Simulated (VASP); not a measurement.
A run of VASP 6.6.1 is set up as follows.

File POSCAR:

```
NaH
1.0
    3.8192653035      0.0000000000      0.0000000000
   -1.9096326517      3.3075807766      0.0000000000
    0.0000000000      0.0000000000      4.9201960724
Na H
2 2
Direct
    0.3333333333      0.6666666667     -0.0625000000
    0.6666666667      0.3333333333      0.4375000000
    0.3333333333      0.6666666667      0.4375000000
    0.6666666667      0.3333333333      0.9375000000
```

Contents of INCAR.step1:

```
  PREC = Accurate
  ENCUT = 520
  ISMEAR = 0
  SIGMA = 0.01
  LREAL = False
  LASPH = True
  NELM = 100
  NBANDS = 16
  GGA = PE
  ALGO = Normal
  EDIFF = 1E-4
  LWAVE = True
  LCHARG = False
```

Contents of INCAR.step2:

```
  PREC = Accurate
  ENCUT = 520
  EDIFF = 1E-6
  ISMEAR = 0
  SIGMA = 0.01
  LREAL = False
  LASPH = True
  NELM = 100
  ALGO = Normal
  ISIF = 2
  LWAVE = False
  LCHARG = False
  METAGGA = R2SCAN
  LMIXTAU = True
  NBANDS = 16
  ISTART = 1
```

File KPOINTS:

```
regular mesh
0
Gamma
  12 12 6
```

Potentials or basis: VASP PAW PBE potentials, release 64 (Na_pv, H).

The run is started by

```sh
$ cat potpaw_PBE.64/Na_pv/POTCAR potpaw_PBE.64/H/POTCAR > POTCAR
$ cp INCAR.step1 INCAR
$ mpirun -np 1 vasp_std > vasp.out
$ cp INCAR.step2 INCAR
$ mpirun -np 1 vasp_std > vasp.out
```

(1) Predict the band gap on the k mesh.

(2) Estimate the pressure.

Answers

(1) 3.92 eV, indirect (least direct gap 4.56 eV).

(2) 1.1 GPa.

Caveat: the cell differs from its parent crystal (epitaxial xy strain -3.4%); the PAW data sets were made with another functional, which shifts forces and pressure a little.
